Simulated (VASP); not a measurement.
Cs, 2 atoms in the cell. The structure is tetragonal, space group I4_1/amd (No. 141). Conventional cell: a = 7.415 Å, b = 7.415 Å, c = 4.015 Å, α = 90.00°, β = 90.00°, γ = 90.00°. Within 5.0 Å of Cs (site symmetry -4m2) lie 10 Cs at 3.84 to 4.78 Å. 

- Program: VASP 6.6.1
- Task: single point
- Functional: PBE
- Potentials or basis: VASP PAW PBE potentials, release 64 (Cs_sv)
- Cutoff: 520 eV
- k mesh: 9 × 9 × 9
- Occupations: fermi-dirac, width 0.08 eV
- Spin: no spin polarisation
- Dipole correction: no
- Further INCAR settings: ALGO = Normal; EDIFF = 1e-06; NBANDS = 16

Potentials or basis: VASP PAW PBE potentials, release 64 (Cs_sv).

Run with:

```sh
$ cat potpaw_PBE.64/Cs_sv/POTCAR > POTCAR
$ mpirun -np 1 vasp_std > vasp.out
```

Hardware: 1 thread of Intel Xeon 8259CL, on a shared host.

Task: How long does it take, and how much memory?

Result: It took 3.7 min on 1 thread of Intel Xeon 8259CL, on a shared host, peak memory 0.31 GiB. Counts: scf iterations 11, k points 75.
